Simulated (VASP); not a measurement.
**Mn: single point with RPBE**

Mn:

```xyz
2
Lattice="2.9447 0.0000 0.0000 0.0000 2.9447 0.0000 0.0000 0.0000 2.9447" Properties=species:S:1:pos:R:3 pbc="T T T"
Mn    0.0000    0.0000    0.0000
Mn    1.4724    1.4724    1.4724
```

This isn't the form of Mn at room conditions, which is a 58-atom cubic cell.

```
Program                : VASP 6.6.1
Task                   : single point
Functional             : RPBE
Potentials or basis    : VASP PAW PBE potentials, release 64 (Mn_pv)
Cutoff                 : 520 eV
k mesh                 : 12 × 12 × 12
Occupations            : fermi-dirac, width 0.05 eV
Spin                   : collinear spin, antiferromagnetic start
Starting moments       : [3.14, -3.14] μB
Dipole correction      : no
Further INCAR settings : ALGO = Normal; EDIFF = 1e-06; NBANDS = 24
```

* Pressure: 5.2 GPa
* Band gap on the k mesh: zero (filled and empty bands overlap)
* Net moment: 0.00 μB per cell
* Site moments: Mn +2.82, -2.82 μB
* Valence electrons inside the program's atomic spheres: Mn 11.69

Levels at points of the mesh, in eV from the Fermi level:
Spin up:
| k point | band 10 | band 11 | band 12 | band 13 | band 14 | band 15 | band 16 | band 17 |
| --- | --- | --- | --- | --- | --- | --- | --- | --- |
| (0.00, 0.00, 0.00) | -2.01 | -2.01 | -2.01 | 0.51 | 0.51 | 1.66 | 1.66 | 1.66 |
| (0.50, 0.00, 0.00) | -2.27 | -2.27 | -1.54 | -0.71 | -0.15 | 0.11 | 0.11 | 1.11 |
| (0.50, 0.50, 0.00) | -3.00 | -1.16 | -0.42 | -0.06 | -0.06 | 0.90 | 1.74 | 1.74 |
| (0.50, 0.50, 0.50) | -1.91 | -1.91 | -1.91 | -1.12 | -1.12 | 2.01 | 2.01 | 7.98 |
Spin down:
```tsv
k point	band 10	band 11	band 12	band 13	band 14	band 15	band 16	band 17
(0.00, 0.00, 0.00)	-2.01	-2.01	-2.01	0.51	0.51	1.66	1.66	1.66
(0.50, 0.00, 0.00)	-2.27	-2.27	-1.54	-0.71	-0.15	0.11	0.11	1.11
(0.50, 0.50, 0.00)	-3.00	-1.16	-0.42	-0.06	-0.06	0.90	1.74	1.74
(0.50, 0.50, 0.50)	-1.91	-1.91	-1.91	-1.12	-1.12	2.01	2.01	7.98
```

Wall time 45 s on 1 thread of AMD EPYC 9R45 (Zen 5), with other jobs on the host, peak memory 0.16 GiB.

Caveat: the cell stands under pressure; the PAW data sets were made with another functional, which shifts forces and pressure a little.
